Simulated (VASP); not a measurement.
# NbP (Pmn2_1) in VASP: single point with PBEsol

Aim: the single point of NbP with PBEsol.

Everything below comes from runs of VASP 6.6.1. Logs are shortened: lines on timing, memory, paths and dates and some standing lists are left out, and cuts for length are marked.

## Step 1: The cell of the first run

Symmetry: Pmn2_1, No. 31, orthorhombic system. Conventional cell: a = 3.320 Å, b = 3.320 Å, c = 11.290 Å, α = 90.00°, β = 90.00°, γ = 90.00°. Within 3.4 Å of Nb (site symmetry m) lie 6 P at 2.52 to 2.53 Å and 8 Nb at 3.21 to 3.35 Å. Nb (site symmetry m) has 6 P at 2.52 to 2.53 Å and 8 Nb at 3.21 to 3.35 Å within 3.4 Å. P (site symmetry m) has 6 Nb at 2.52 to 2.53 Å and 8 P at 3.21 to 3.35 Å within 3.4 Å. Within 3.4 Å of P (site symmetry m) lie 6 Nb at 2.52 to 2.53 Å and 8 P at 3.21 to 3.35 Å.

## Step 2: Single point, PBEsol (atoms displaced along a vibrational mode)

Contents of INCAR:

```
SYSTEM = NbP
PREC     = Accurate       ! precision mode
ENCUT    = 500            ! plane-wave cutoff, eV
EDIFF    = 1E-6           ! SCF threshold, eV
ISMEAR   = 0              ! smearing method
SIGMA    = 0.15           ! smearing width, eV
LREAL    = .False.        ! projectors in reciprocal space
LASPH    = .True.         ! aspherical terms in the spheres
NELM     = 120            ! most SCF steps
ALGO     = Normal         ! electronic algorithm
ISIF     = 2              ! what is computed and relaxed
LWAVE    = .False.        ! write WAVECAR
LCHARG   = .True.         ! write CHGCAR
GGA      = PS             ! functional
LELF     = .True.         ! ELF
LVHAR    = .True.       
NBANDS   = 46             ! bands
GGA_COMPAT= .False.
```

Contents of KPOINTS:

```
regular mesh
0
Gamma
  14 14 4
  0 0 0
```

Contents of POSCAR:

```
NbP
1.0
    0.0000000000     -3.3202500371      0.0000000000
   -3.3202500371      0.0000000000      0.0000000000
    0.0000000000      0.0000000000    -11.2903878865
Nb P
4 4
Direct
   -0.0225886602      0.0000000000      0.2498125512
    0.5225886602      0.5000000000      0.7498125512
   -0.0191826493      0.5000000000      0.4998125512
    0.5191826493      0.0000000000      0.9998125512
    0.0200117646      0.0000000000      0.6675588738
    0.4799882354      0.5000000000      0.1675588738
    0.4789119298      1.0000000000      0.4175588738
    0.0210880702      0.5000000000      0.9175588738
```

Potentials or basis: VASP PAW PBE potentials, release 64 (Nb_sv, P).

Run with:

```
> cat potpaw_PBE.64/Nb_sv/POTCAR potpaw_PBE.64/P/POTCAR > POTCAR
> mpirun -np 1 vasp_std > vasp.out
```

OUTCAR:

```text
SYSTEM = NbP
   PREC = Accurate
   ENCUT = 500
   EDIFF = 1E-6
   ISMEAR = 0
   LREAL = .False.
   LASPH = .True.
   NELM = 120
   ISIF = 2
   GGA = PS

 ion  position               nearest neighbor table
   1  0.977  0.000  0.250-   7 2.52   6 2.52   6 2.52   7 2.52   6 2.53   6 2.53
   2  0.523  0.500  0.750-   8 2.52   5 2.52   5 2.52   8 2.52   5 2.53   5 2.53
   3  0.981  0.500  0.500-   7 2.52   7 2.52   5 2.52   5 2.52   7 2.53   7 2.53
   4  0.519  0.000  1.000-   8 2.52   8 2.52   6 2.52   6 2.52   8 2.53   8 2.53
   5  0.020  0.000  0.668-   2 2.52   2 2.52   3 2.52   3 2.52   2 2.53   2 2.53
   6  0.480  0.500  0.168-   1 2.52   1 2.52   4 2.52   4 2.52   1 2.53   1 2.53
   7  0.479  0.000  0.418-   1 2.52   3 2.52   3 2.52   1 2.52   3 2.53   3 2.53
   8  0.021  0.500  0.918-   2 2.52   4 2.52   4 2.52   2 2.52   4 2.53   4 2.53

  LATTYP: Found a simple tetragonal cell.
 ALAT       =     3.3202500371
 C/A-ratio  =     3.4004631460

  Lattice vectors:

 A1 = (   0.0000000000,  -3.3202500371,   0.0000000000)
 A2 = (  -3.3202500371,   0.0000000000,   0.0000000000)
 A3 = (   0.0000000000,   0.0000000000, -11.2903878865)

Analysis of symmetry for initial positions (statically):
=====================================================================
 Subroutine PRICEL returns:
 Original cell was already a primitive cell.

 Routine SETGRP: Setting up the symmetry group for a
 simple tetragonal supercell.

 Subroutine GETGRP returns: Found  4 space group operations
 (whereof  2 operations were pure point group operations)
 out of a pool of 16 trial point group operations.

The static configuration has the point symmetry C_1h.
 The point group associated with its full space group is C_2v.

Analysis of symmetry for dynamics (positions and initial velocities):
=====================================================================
 Subroutine PRICEL returns:
 Original cell was already a primitive cell.

 Routine SETGRP: Setting up the symmetry group for a
 simple tetragonal supercell.

 Subroutine GETGRP returns: Found  4 space group operations
 (whereof  2 operations were pure point group operations)
 out of a pool of 16 trial point group operations.

The dynamic configuration has the point symmetry C_1h.
 The point group associated with its full space group is C_2v.

 Subroutine INISYM returns: Found  4 space group operations
 (whereof  2 operations are pure point group operations),
 and found     1 'primitive' translations

----------------------------------------------------------------------------------------

                                     Primitive cell

  volume of cell :     124.4659

  direct lattice vectors                    reciprocal lattice vectors
     0.000000000 -3.320250037  0.000000000     0.000000000 -0.301182137  0.000000000
    -3.320250037  0.000000000  0.000000000    -0.301182137  0.000000000  0.000000000
     0.000000000  0.000000000-11.290387886     0.000000000  0.000000000 -0.088570916

  length of vectors
     3.320250037  3.320250037 11.290387886     0.301182137  0.301182137  0.088570916

  position of ions in fractional coordinates (direct lattice)
     0.977411340  0.000000000  0.249812551
     0.522588660  0.500000000  0.749812551
     0.980817351  0.500000000  0.499812551
     0.519182649  0.000000000  0.999812551
     0.020011765  0.000000000  0.667558874
     0.479988235  0.500000000  0.167558874
     0.478911930  0.000000000  0.417558874
     0.021088070  0.500000000  0.917558874

  ion indices of the primitive-cell ions
   primitive index   ion index
                 1           1
                 2           2
                 3           3
                 4           4
                 5           5
                 6           6
                 7           7
                 8           8

----------------------------------------------------------------------------------------

 KPOINTS: regular mesh

Automatic generation of k-mesh.
 Grid dimensions read from file:
 generate k-points for:   14   14    4

 Generating k-lattice:

  Cartesian coordinates                     Fractional coordinates (reciprocal lattice)
     0.000000000 -0.021513010  0.000000000     0.071428571  0.000000000  0.000000000
    -0.021513010  0.000000000  0.000000000     0.000000000  0.071428571  0.000000000
     0.000000000  0.000000000 -0.022142729     0.000000000  0.000000000  0.250000000

  Length of vectors
     0.021513010  0.021513010  0.022142729

  Shift w.r.t. Gamma in fractional coordinates (k-lattice)
     0.000000000  0.000000000  0.000000000

 Subroutine IBZKPT returns following result:
 ===========================================

 Found    192 irreducible k-points:

 Following reciprocal coordinates:
            Coordinates               Weight
  0.000000  0.000000  0.000000      1.000000
  0.071429  0.000000  0.000000      2.000000
  0.000000  0.071429  0.000000      2.000000
  0.142857  0.000000  0.000000      2.000000
  0.000000  0.142857  0.000000      2.000000
  0.214286  0.000000  0.000000      2.000000
[... 16 lines left out ...]
  0.357143  0.071429  0.000000      4.000000
 -0.071429  0.357143  0.000000      4.000000
 [... further k-points ...]
   k-points           NKPTS =    192   k-points in BZ     NKDIM =    192   number of bands    NBANDS=     46
   number of dos      NEDOS =    301   number of ions     NIONS =      8
   total plane-waves  NPLWV =  48384
   dimension x,y,z NGX =    24 NGY =   24 NGZ =   84
   dimension x,y,z NGXF=    48 NGYF=   48 NGZF=  168
   ions per type =               4   4
   NGX,Y,Z   is equivalent  to a cutoff of  12.02, 12.02, 12.37 a.u.
   NGXF,Y,Z  is equivalent  to a cutoff of  24.03, 24.03, 24.74 a.u.
 SYSTEM =  NbP
   PREC   = accura    normal or accurate (medium, high low for compatibility)
   ISTART =      0    job   : 0-new  1-cont  2-samecut
   ICHARG =      2    charge: 1-file 2-atom 10-const
   ISPIN  =      1    spin polarized calculation?
   LNONCOLLINEAR =      F non collinear calculations
   LSORBIT =      F    spin-orbit coupling
   LASPH  =      T    aspherical Exc in radial PAW
   ENCUT  =  500.0 eV  36.75 Ry    6.06 a.u.   6.05  6.05 20.58*2*pi/ulx,y,z
   NELM   =    120;   NELMIN=  2; NELMDL= -5     # of ELM steps
   EDIFF  = 0.1E-05   stopping-criterion for ELM
   LREAL  =      F    real-space projection
   EDIFFG = 0.1E-04   stopping-criterion for IOM
   NSW    =      0    number of steps for IOM
   IBRION =     -1    ionic relax: 0-MD 1-quasi-New 2-CG
   NFREE  =      0    steps in history (QN), initial steepest desc. (CG)
   ISIF   =      2    stress and relaxation
   ISYM   =      2    0-nonsym 1-usesym 2-fastsym
   POTIM  = 0.5000    time-step for ionic-motion
   TEBEG  =    0.0;   TEEND  =   0.0 temperature during run
   PSTRESS=    0.0 pullay stress
   NELECT =      72.0000    total number of electrons
   NUPDOWN=      -1.0000    fix difference up-down
   EMIN   =  10.00;   EMAX   =-10.00  energy-range for DOS
   EFERMI =   0.00;   METHOD = LEGACY
   ISMEAR =     0;   SIGMA  =   0.15  broadening in eV -4-tet -1-fermi 0-gaus
   EFERMI_NEDOS =   21; number of points for ismear=-14 and -15
   IALGO  =     38    algorithm
   IMIX   =      4    mixing-type and parameters
     AMIX     =   0.40;   BMIX     =  1.00
     AMIX_MAG =   1.60;   BMIX_MAG =  1.00
  volume/ion in A,a.u.               =      15.56       104.99
  Fermi-wavevector in a.u.,A,eV,Ry     =   1.364066  2.577712 25.316050  1.860677
  Thomas-Fermi vector in A             =   2.490415
   LORBIT       =      0    0 simple, 1 ext, 2 COOP (PROOUT), +10 PAW based schemes
   GGA     = PS    functional components
   LHFCALC =     F    Hartree Fock is set to
   AEXX    =    0.0000 exact exchange contribution
   IVDW    =     0    specifies the selected vdW correction
   LEPSILON=     F    determine dielectric tensor
   LRPA    =     F    only Hartree local field effects (RPA)
 non-spin polarized calculation
 Gauss-broadening in eV      SIGMA  =   0.15
  energy-cutoff  :      500.00
  volume of cell :      124.47
 maximum number of plane-waves:      3194
   NGX = 13   NGY = 13   NGZ = 41

 number of electron      72.0000006 magnetization

 Free energy of the ion-electron system (eV)
  ---------------------------------------------------
  ext. energy  EPLUGINS =         0.00000000
  ---------------------------------------------------
  free energy    TOTEN  =       -75.64137864 eV

  energy without entropy =      -75.62882845  energy(sigma->0) =      -75.63510354

 E-fermi :  10.9219     XC(G=0): -12.2682

 val. band max:       10.9125064585   @ k =   0.3571   0.0000   0.5000
 cond. band min:      10.9326440526   @ k =   0.5000   0.0000   0.0000
 fundamental gap:      0.0201375940
 Fermi energy:        10.9219077266

 k-point     1 :       0.0000    0.0000    0.0000
  band No.  band energies     occupation
      1     -43.8180      2.00000
      2     -43.7977      2.00000
      3     -43.7917      2.00000
      4     -43.7713      2.00000
      5     -20.1636      2.00000
      6     -19.9488      2.00000
[... 38 lines left out ...]
     45      14.1975      0.00000
     46      14.4697      0.00000

 k-point     2 :       0.0714    0.0000    0.0000
  band No.  band energies     occupation
      1     -43.8167      2.00000
      2     -43.7967      2.00000
      3     -43.7907      2.00000
      4     -43.7706      2.00000
      5     -20.1595      2.00000
      6     -19.9694      2.00000
[... 38 lines left out ...]
     45      14.3954      0.00000
     46      14.4207      0.00000

 k-point     3 :       0.0000    0.0714    0.0000
  band No.  band energies     occupation
      1     -43.8167      2.00000
      2     -43.7967      2.00000
      3     -43.7908      2.00000
      4     -43.7706      2.00000
      5     -20.1595      2.00000
      6     -19.9684      2.00000
[... 1018 lines left out ...]
     45      13.9180      0.00000
     46      14.2212      0.00000

 k-point    24 :      -0.0714    0.3571    0.0000
  band No.  band energies     occupation
      1     -43.7938      2.00000
      2     -43.7841      2.00000
      3     -43.7710      2.00000
      4     -43.7613      2.00000
      5     -20.2041      2.00000
      6     -20.2009      2.00000
[... 38 lines left out ...]
     45      13.9347      0.00000
     46      14.2036      0.00000

 [... further k-points ...]

------------------------ aborting loop because EDIFF is reached ----------------------------------------

  FORCE on cell =-STRESS in cart. coord.  units (eV):
  Direction    XX          YY          ZZ          XY          YZ          ZX
  --------------------------------------------------------------------------------------
  -------------------------------------------------------------------------------------
  Total       -0.2788715     -0.2263179     -0.0695339      0.0000000      0.0000000      0.0000000
  in kB       -3.5897505     -2.9132583     -0.8950699      0.0000000      0.0000000      0.0000000
  external PRESSURE =      -2.4660262 kB  Pullay stress =       0.0000000 kB

 VOLUME and BASIS-vectors are now :
 -----------------------------------------------------------------------------
  energy-cutoff  :      500.00
  volume of cell :      124.47
      direct lattice vectors                 reciprocal lattice vectors
     0.000000000 -3.320250037  0.000000000     0.000000000 -0.301182137  0.000000000
    -3.320250037  0.000000000  0.000000000    -0.301182137  0.000000000  0.000000000
     0.000000000  0.000000000-11.290387886     0.000000000  0.000000000 -0.088570916

 POSITION                                       TOTAL-FORCE (eV/Angst)
 -----------------------------------------------------------------------------------
      0.00000     -3.24525     -2.82048         0.000000     -0.236658     -0.014073
     -1.66013     -1.73513     -8.46567         0.000000      0.236658     -0.014073
     -1.66013     -3.25656     -5.64308         0.000000     -0.203429     -0.017937
      0.00000     -1.72382    -11.28827         0.000000      0.203429     -0.017937
      0.00000     -0.06644     -7.53700         0.000000      0.073313      0.021809
     -1.66013     -1.59368     -1.89180         0.000000     -0.073313      0.021809
      0.00000     -1.59011     -4.71440         0.000000     -0.075661      0.010201
     -1.66013     -0.07002    -10.35960         0.000000      0.075661      0.010201
 -----------------------------------------------------------------------------------
    total drift:                                0.000000     -0.000000      0.000120

  FREE ENERGIE OF THE ION-ELECTRON SYSTEM (eV)
  ---------------------------------------------------
  free  energy   TOTEN  =       -75.6413786381 eV

  energy  without entropy=      -75.6288284465  energy(sigma->0) =      -75.63510354
```

It took 35 min on 1 thread of AMD EPYC 7R13, shared host; peak memory 0.73 GiB.

What came out:

| Property | Result |
| --- | --- |
| Free energy | -75.6414 eV |
| Pressure | -0.2 GPa |
| Largest force | 0.237 eV/Å |
| Band gap on the k mesh | zero (bands 36 and 37 overlap by 0.10 eV) |

Forces on the atoms (eV/Å):
```
Nb   0.000 -0.237 -0.014
Nb   0.000  0.237 -0.014
Nb   0.000 -0.203 -0.018
Nb   0.000  0.203 -0.018
P    0.000  0.073  0.022
P    0.000 -0.073  0.022
P    0.000 -0.076  0.010
P    0.000  0.076  0.010
```

Caveat: the cell differs from its parent crystal (atoms displaced along a vibrational mode); the PAW data sets were made with another functional, which shifts forces and pressure a little.
